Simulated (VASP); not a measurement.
ZrC, 4 atoms in the cell. The structure is tetragonal, space group P4/nmm (No. 129). Conventional cell: a = 4.231 Å, b = 4.231 Å, c = 3.067 Å, α = 90.00°, β = 90.00°, γ = 90.00°. Within 3.5 Å of Zr (site symmetry 4mm) lie 8 C at 2.24 to 3.16 Å and 10 Zr at 3.07 to 3.40 Å. Within 3.2 Å of C (site symmetry -4m2) lie 8 Zr at 2.24 to 3.16 Å and 6 C at 2.99 to 3.07 Å. 

| Property | Result |
| --- | --- |
| Program | VASP 6.6.1 |
| Task | single point |
| Functional | PBE |
| Potentials or basis | VASP PAW PBE potentials, release 64 (Zr_sv, C) |
| Cutoff | 520 eV |
| k mesh | 8 × 8 × 12 |
| Occupations | gaussian, width 0.05 eV |
| Spin | no spin polarisation |
| Dipole correction | no |
| Further INCAR settings | ALGO = Normal; EDIFF = 1e-06; NBANDS = 24 |

Potentials or basis: VASP PAW PBE potentials, release 64 (Zr_sv, C).

Run with:

```bash
$ cat potpaw_PBE.64/Zr_sv/POTCAR potpaw_PBE.64/C/POTCAR > POTCAR
$ mpirun -np 1 vasp_std > vasp.out
```

Hardware: 1 thread of Intel Xeon 8259CL (shared host).

**Question.** Estimate the wall time of this run.

**Answer.** Wall time 110 s on 1 thread of Intel Xeon 8259CL, on a shared host, peak memory 0.25 GiB. Counts: scf iterations 13, k points 105.
